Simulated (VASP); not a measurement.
In5TeMo2:

```xyz
8
Lattice="7.1407 0.0000 0.0000 -3.5703 6.1840 0.0000 0.0000 0.0000 4.6457" Properties=species:S:1:pos:R:3 pbc="T T T"
In    0.0000    4.1227    2.3229
In    3.5703    2.0613    2.3229
In    3.5703    0.0000    0.0000
In   -1.7852    3.0920    0.0000
In    1.7852    3.0920    0.0000
Te    0.0000    0.0000    0.0000
Mo    0.0000    4.1227    0.0000
Mo    3.5703    2.0613    0.0000
```

The cell was generated, and may not be a known phase.

* Program: VASP 6.6.1
* Task: relaxation of cell and atoms
* Functional: PBE
* Potentials or basis: VASP PAW PBE potentials, release 64 (In_d, Te, Mo_sv)
* Cutoff: 500 eV
* k mesh: 3 × 3 × 4
* Occupations: gaussian, width 0.2 eV
* Spin: no spin polarisation

At the start: pressure 64.9 GPa; volume 25.64 Å³/atom.

Problem. Where does the relaxation end?

Solution. Over 7 steps the energy falls by 2658.7 meV/atom and the volume is 47.87 Å³/atom (+86.7 %); space group P6/mmm (No. 191, to 0.1 Å) before and after.

The path:
```csv
step,energy change (eV),largest force (eV/Å),pressure (GPa),volume (Å³)
1,0.0000,0.0000,64.88,205.15
2,-13.3958,0.0000,-7.27,685.72
3,-21.2143,0.0000,-0.85,397.46
4,-21.2435,0.0000,-0.52,391.40
5,-21.2622,0.0000,0.13,380.93
6,-21.2598,0.0000,-0.15,385.19
7,-21.2695,0.0000,-0.04,382.99
```

Final structure:
```xyz
8
Lattice="9.0760 0.0000 0.0000 -4.5380 7.8601 0.0000 0.0000 0.0000 5.3686" Properties=species:S:1:pos:R:3 pbc="T T T"
In    0.0000    5.2401    2.6843
In    4.5380    2.6200    2.6843
In    4.5380    0.0000    5.3686
In    6.8070    3.9300    5.3686
In    2.2690    3.9300    5.3686
Te    9.0760    0.0000    5.3686
Mo    0.0000    5.2401    0.0000
Mo    4.5380    2.6200    5.3686
```

Caveat: the volume moved by over 15 % at a fixed basis, so the end points are rough.
